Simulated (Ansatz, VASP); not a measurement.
# One calculation of HfN, two programs

```
Hf N
1.0
     0.00000   -2.25080   -2.25080
     0.00000    2.25080   -2.25080
     4.50160    0.00000    0.00000
Hf N
2 2
Direct
  0.50970 0.49030 0.50000
  0.99030 0.00970 0.00000
  0.49978 0.50022 0.00000
  0.00022 0.99978 0.50000
```

Change from the starting cell: mode 4 frozen in at -0.043 Å and mode 11 at -0.022 Å (largest displacements).

Alike in both runs: task single point; functional PBEsol; k mesh 14 × 14 × 10; occupations gaussian, width 0.15 eV; no spin polarisation.

```csv
,VASP,Ansatz
version,VASP 6.6.1,Ansatz 0.2.0
potentials or method,"VASP PAW PBE potentials, release 64 (Hf_pv, N), cutoff 520 eV","scalar-relativistic, plane waves, PAW"
valence electrons in the cell,30,62
```

```csv
,VASP,Ansatz,Ansatz less VASP
gap on the k mesh at the Fermi level (eV),none,none,-
pressure (GPa),-1.8,0.4,+2.15
"traceless stress, the component that is largest in VASP (GPa)",0.77,0.78,+0.009
rms of the force components (eV/Å),0.332,0.333,+0.0019
```

VASP's potentials were made for PBE, not for PBEsol, and Ansatz warns of the same on its side. Atom by atom the forces differ by 0.003 eV/Å (rms over components). A gap of «none» marks a metal or a gap that the smearing closes. VASP's potentials hold 30 valence electrons a cell and Ansatz's 62, so a difference there can come from the potentials and not from the codes.

Spin-orbit coupling is off throughout.
